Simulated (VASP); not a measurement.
# ZrB2 (P6/mmm) in VASP: relaxation of cell and atoms with r2SCAN

Aim: the relaxation of cell and atoms of ZrB2 with r2SCAN.

Everything below comes from runs of VASP 6.6.1. Logs are shortened: lines on timing, memory, paths and dates and some standing lists are left out, and cuts for length are marked.

## 1. The cell of the first run

The structure is hexagonal, space group P6/mmm (No. 191). The conventional cell has a = 3.167 Å, b = 3.167 Å, c = 3.552 Å, α = 90.00°, β = 90.00°, γ = 120.00°. Within 3.4 Å of Zr (site symmetry 6/mmm) lie 12 B at 2.55 Å and 6 Zr at 3.17 Å. B (site symmetry -6m2) has 3 B at 1.83 Å within 2.4 Å.

## 2. Relaxation of cell and atoms, r2SCAN

Input file POSCAR:

```
ZrB2
1.0
    3.1672052672      0.0000000000      0.0000000000
   -1.5836026336      2.7428802204      0.0000000000
    0.0000000000      0.0000000000      3.5523229931
Zr B
1 2
Direct
    0.0000000000      0.0000000000      0.0000000000
    0.3333333333      0.6666666667      0.5000000000
    0.6666666667      0.3333333333      0.5000000000
```

Input file INCAR.step1:

```
PREC = Accurate
ENCUT = 600
ISMEAR = -1
SIGMA = 0.15
LREAL = False
LASPH = True
NELM = 100
GGA = PE
ALGO = Normal
EDIFF = 1E-4
LWAVE = True
LCHARG = False
```

Input file INCAR.step2:

```
PREC = Accurate
ENCUT = 600
EDIFF = 1E-6
ISMEAR = -1
SIGMA = 0.15
LREAL = False
LASPH = True
NELM = 100
ALGO = Normal
ISIF = 3
LWAVE = False
LCHARG = False
METAGGA = R2SCAN
LMIXTAU = True
IBRION = 2
NSW = 80
EDIFFG = -0.001
ISTART = 1
```

Input file KPOINTS:

```
Automatic mesh
0
Gamma
  15 15 12
```

Potentials or basis: VASP PAW PBE potentials, release 64 (Zr_sv, B).

Command:

```
cat potpaw_PBE.64/Zr_sv/POTCAR potpaw_PBE.64/B/POTCAR > POTCAR
cp INCAR.step1 INCAR
mpirun -np 1 vasp_std > vasp.out
cp INCAR.step2 INCAR
mpirun -np 1 vasp_std > vasp.out
```

OUTCAR:

```text
PREC = Accurate
   ENCUT = 600
   EDIFF = 1E-6
   ISMEAR = -1
   LREAL = False
   LASPH = True
   NELM = 100
   ISIF = 3
   METAGGA = R2SCAN
   IBRION = 2
   NSW = 80
   EDIFFG = -0.001
   ISTART = 1

 ion  position               nearest neighbor table
   1  0.000  0.000  0.000-   2 2.55   3 2.55   2 2.55   3 2.55   3 2.55   3 2.55   2 2.55   2 2.55
                             3 2.55   3 2.55   2 2.55   2 2.55
   2  0.333  0.667  0.500-   3 1.83   3 1.83   3 1.83   1 2.55   1 2.55   1 2.55   1 2.55   1 2.55
                             1 2.55
   3  0.667  0.333  0.500-   2 1.83   2 1.83   2 1.83   1 2.55   1 2.55   1 2.55   1 2.55   1 2.55
                             1 2.55

  LATTYP: Found a hexagonal cell.
 ALAT       =     3.1672052672
 C/A-ratio  =     1.1215954425

  Lattice vectors:

 A1 = (   3.1672052672,   0.0000000000,   0.0000000000)
 A2 = (  -1.5836026336,   2.7428802204,   0.0000000000)
 A3 = (   0.0000000000,   0.0000000000,   3.5523229931)

Analysis of symmetry for initial positions (statically):
=====================================================================
 Subroutine PRICEL returns:
 Original cell was already a primitive cell.

 Routine SETGRP: Setting up the symmetry group for a
 hexagonal supercell.

 Subroutine GETGRP returns: Found 24 space group operations
 (whereof 24 operations were pure point group operations)
 out of a pool of 24 trial point group operations.

The static configuration has the point symmetry D_6h.

Analysis of symmetry for dynamics (positions and initial velocities):
=====================================================================
 Subroutine PRICEL returns:
 Original cell was already a primitive cell.

 Routine SETGRP: Setting up the symmetry group for a
 hexagonal supercell.

 Subroutine GETGRP returns: Found 24 space group operations
 (whereof 24 operations were pure point group operations)
 out of a pool of 24 trial point group operations.

The dynamic configuration has the point symmetry D_6h.

 Subroutine INISYM returns: Found 24 space group operations
 (whereof 24 operations are pure point group operations),
 and found     1 'primitive' translations

----------------------------------------------------------------------------------------

                                     Primitive cell

  volume of cell :      30.8600

  direct lattice vectors                    reciprocal lattice vectors
     3.167205267  0.000000000  0.000000000     0.315735772  0.182290133  0.000000000
    -1.583602634  2.742880220  0.000000000     0.000000000  0.364580266  0.000000000
     0.000000000  0.000000000  3.552322993     0.000000000  0.000000000  0.281505933

  length of vectors
     3.167205267  3.167205267  3.552322993     0.364580266  0.364580266  0.281505933

  position of ions in fractional coordinates (direct lattice)
     0.000000000  0.000000000  0.000000000
     0.333333333  0.666666667  0.500000000
     0.666666667  0.333333333  0.500000000

  ion indices of the primitive-cell ions
   primitive index   ion index
                 1           1
                 2           2
                 3           3

----------------------------------------------------------------------------------------

 KPOINTS: Automatic mesh

Automatic generation of k-mesh.
 Grid dimensions read from file:
 generate k-points for:   15   15   12

 Generating k-lattice:

  Cartesian coordinates                     Fractional coordinates (reciprocal lattice)
     0.021049051  0.012152676  0.000000000     0.066666667  0.000000000  0.000000000
     0.000000000  0.024305351  0.000000000     0.000000000  0.066666667  0.000000000
     0.000000000  0.000000000  0.023458828     0.000000000  0.000000000  0.083333333

  Length of vectors
     0.024305351  0.024305351  0.023458828

  Shift w.r.t. Gamma in fractional coordinates (k-lattice)
     0.000000000  0.000000000  0.000000000

 Subroutine IBZKPT returns following result:
 ===========================================

 Found    189 irreducible k-points:

 Following reciprocal coordinates:
            Coordinates               Weight
  0.000000  0.000000  0.000000      1.000000
  0.066667 -0.000000  0.000000      6.000000
  0.133333 -0.000000  0.000000      6.000000
  0.200000 -0.000000  0.000000      6.000000
  0.266667 -0.000000  0.000000      6.000000
  0.333333 -0.000000  0.000000      6.000000
[... 16 lines left out ...]
  0.333333  0.200000  0.000000     12.000000
  0.400000  0.200000  0.000000      6.000000
 [... further k-points ...]
   k-points           NKPTS =    189   k-points in BZ     NKDIM =    189   number of bands    NBANDS=     13
   number of dos      NEDOS =    301   number of ions     NIONS =      3
   total plane-waves  NPLWV =  21952
   dimension x,y,z NGX =    28 NGY =   28 NGZ =   28
   dimension x,y,z NGXF=    56 NGYF=   56 NGZF=   56
   ions per type =               1   2
   NGX,Y,Z   is equivalent  to a cutoff of  14.70, 14.70, 13.10 a.u.
   NGXF,Y,Z  is equivalent  to a cutoff of  29.39, 29.39, 26.21 a.u.
 SYSTEM =  unknown system
   PREC   = accura    normal or accurate (medium, high low for compatibility)
   ISTART =      1    job   : 0-new  1-cont  2-samecut
   ICHARG =      0    charge: 1-file 2-atom 10-const
   ISPIN  =      1    spin polarized calculation?
   LNONCOLLINEAR =      F non collinear calculations
   LSORBIT =      F    spin-orbit coupling
   LASPH  =      T    aspherical Exc in radial PAW
   ENCUT  =  600.0 eV  44.10 Ry    6.64 a.u.   6.33  6.33  7.09*2*pi/ulx,y,z
   NELM   =    100;   NELMIN=  2; NELMDL=  0     # of ELM steps
   EDIFF  = 0.1E-05   stopping-criterion for ELM
   LREAL  =      F    real-space projection
   EDIFFG = -.1E-02   stopping-criterion for IOM
   NSW    =     80    number of steps for IOM
   IBRION =      2    ionic relax: 0-MD 1-quasi-New 2-CG
   NFREE  =      1    steps in history (QN), initial steepest desc. (CG)
   ISIF   =      3    stress and relaxation
   ISYM   =      2    0-nonsym 1-usesym 2-fastsym
   POTIM  = 0.5000    time-step for ionic-motion
   TEBEG  =    0.0;   TEEND  =   0.0 temperature during run
   PSTRESS=    0.0 pullay stress
   NELECT =      18.0000    total number of electrons
   NUPDOWN=      -1.0000    fix difference up-down
   EMIN   =  10.00;   EMAX   =-10.00  energy-range for DOS
   EFERMI =   0.00;   METHOD = LEGACY
   ISMEAR =    -1;   SIGMA  =   0.15  broadening in eV -4-tet -1-fermi 0-gaus
   EFERMI_NEDOS =   21; number of points for ismear=-14 and -15
   IALGO  =     38    algorithm
   IMIX   =      4    mixing-type and parameters
     AMIX     =   0.40;   BMIX     =  1.00
     AMIX_MAG =   1.60;   BMIX_MAG =  1.00
  volume/ion in A,a.u.               =      10.29        69.42
  Fermi-wavevector in a.u.,A,eV,Ry     =   1.367835  2.584834 25.456142  1.870974
  Thomas-Fermi vector in A             =   2.493853
   LORBIT       =      0    0 simple, 1 ext, 2 COOP (PROOUT), +10 PAW based schemes
   METAGGA = R2SCAN    functional components
   LHFCALC =     F    Hartree Fock is set to
   AEXX    =    0.0000 exact exchange contribution
   IVDW    =     0    specifies the selected vdW correction
   LEPSILON=     F    determine dielectric tensor
   LRPA    =     F    only Hartree local field effects (RPA)
 conjugate gradient relaxation of ions
 non-spin polarized calculation
  energy-cutoff  :      600.00
  volume of cell :       30.86
 maximum number of plane-waves:      1058
 NGX is ok and might be reduce to    28
   NGX = 13   NGY = 13   NGZ = 15

--------------------------------------- Ionic step        1  -------------------------------------------

 number of electron      18.0000000 magnetization

 Free energy of the ion-electron system (eV)
  ---------------------------------------------------
  ext. energy  EPLUGINS =         0.00000000
  ---------------------------------------------------
  free energy    TOTEN  =       -40.64729782 eV

  energy without entropy =      -40.62688411  energy(sigma->0) =      -40.63709097

------------------------ aborting loop because EDIFF is reached ----------------------------------------

  FORCE on cell =-STRESS in cart. coord.  units (eV):
  Direction    XX          YY          ZZ          XY          YZ          ZX
  --------------------------------------------------------------------------------------
  -------------------------------------------------------------------------------------
  Total        0.0288370      0.0288370     -0.0055835      0.0000000      0.0000000      0.0000000
  in kB        1.4971514      1.4971514     -0.2898832      0.0000000      0.0000000      0.0000000
  external PRESSURE =       0.9014732 kB  Pullay stress =       0.0000000 kB
[... 281 lines left out ...]
  energy  without entropy=      -40.6268769439  energy(sigma->0) =      -40.63709157

--------------------------------------- Ionic step        9  -------------------------------------------

 number of electron      18.0000000 magnetization

 Free energy of the ion-electron system (eV)
  ---------------------------------------------------
  ext. energy  EPLUGINS =         0.00000000
  ---------------------------------------------------
  free energy    TOTEN  =       -40.64730622 eV

  energy without entropy =      -40.62687702  energy(sigma->0) =      -40.63709162

 E-fermi :  10.5942     XC(G=0): -13.3525

 val. band max:       10.5506536072   @ k =   0.4000   0.1333   0.0000
 cond. band min:      10.5967031135   @ k =   0.0667   0.0667   0.4167
 fundamental gap:      0.0460495063
 Fermi energy:        10.5942119063

 k-point     1 :       0.0000    0.0000    0.0000
  band No.  band energies     occupation
      1     -39.8280      2.00000
      2     -17.3247      2.00000
      3     -16.7440      2.00000
      4     -16.7440      2.00000
      5      -3.0262      2.00000
      6       7.8641      2.00000
      7       7.8641      2.00000
      8       7.9182      2.00000
      9       7.9420      2.00000
     10      14.1981      0.00000
     11      14.1981      0.00000
     12      14.9678      0.00000
     13      14.9678      0.00000
[... 353 lines left out ...]
 k-point    24 :       0.4000    0.2000    0.0000
  band No.  band energies     occupation
      1     -39.6929      2.00000
      2     -17.6138      2.00000
      3     -17.1902      2.00000
      4     -17.1236      2.00000
      5       1.6570      2.00000
      6       1.7003      2.00000
      7       4.7277      2.00000
      8       6.9936      2.00000
      9       9.5052      1.99859
     10      10.3572      1.65847
     11      13.4264      0.00000
     12      14.9852      0.00000
     13      17.2651      0.00000

 [... further k-points ...]

------------------------ aborting loop because EDIFF is reached ----------------------------------------

  FORCE on cell =-STRESS in cart. coord.  units (eV):
  Direction    XX          YY          ZZ          XY          YZ          ZX
  --------------------------------------------------------------------------------------
  -------------------------------------------------------------------------------------
  Total        0.0004048      0.0004048     -0.0021063      0.0000000     -0.0000000      0.0000000
  in kB        0.0210122      0.0210122     -0.1093267      0.0000000     -0.0000000      0.0000000
  external PRESSURE =      -0.0224341 kB  Pullay stress =       0.0000000 kB
[... 18 lines left out ...]
  FREE ENERGIE OF THE ION-ELECTRON SYSTEM (eV)
  ---------------------------------------------------
  free  energy   TOTEN  =       -40.6473062226 eV

  energy  without entropy=      -40.6268770156  energy(sigma->0) =      -40.63709162

 reached required accuracy - stopping structural energy minimisation
```

It took 10 min on 1 thread of Intel Xeon Platinum 8488C (Sapphire Rapids), shared host; peak memory 0.24 GiB.

What came out:

```yaml
Free_energy: -40.6473 eV
Relaxed_volume: 10.29 Å³/atom
Relaxed_cell: a = 3.168 Å, b = 3.168 Å, c = 3.551 Å, α = 90.00°, β = 90.00°, γ = 120.00°
Space_group_after_relaxing_to_0.1_Å: P6/mmm (No. 191)
Energy_gained_by_relaxing: 0.0 meV/atom
Ionic_steps: 9
Pressure_after_relaxing: 0.0 GPa
Band_gap_on_the_k_mesh: zero (bands 9 and 10 overlap by 1.11 eV)
```

Final structure:
```cif
data_structure
_symmetry_space_group_name_H-M 'P 1'
_symmetry_Int_Tables_number 1
_cell_length_a 3.1680
_cell_length_b 3.1680
_cell_length_c 3.5513
_cell_angle_alpha 90.000
_cell_angle_beta 90.000
_cell_angle_gamma 120.000
_cell_volume 30.87
loop_
_atom_site_label
_atom_site_type_symbol
_atom_site_fract_x
_atom_site_fract_y
_atom_site_fract_z
_atom_site_occupancy
Zr1 Zr 0.00000 0.00000 0.00000 1
B1 B 0.33333 0.66667 0.50000 1
B2 B 0.66667 0.33333 0.50000 1
```

Caveat: the PAW data sets were made with another functional, which shifts forces and pressure a little.

The gap in the log of VASP goes by the Fermi energy; the results here count the filled bands.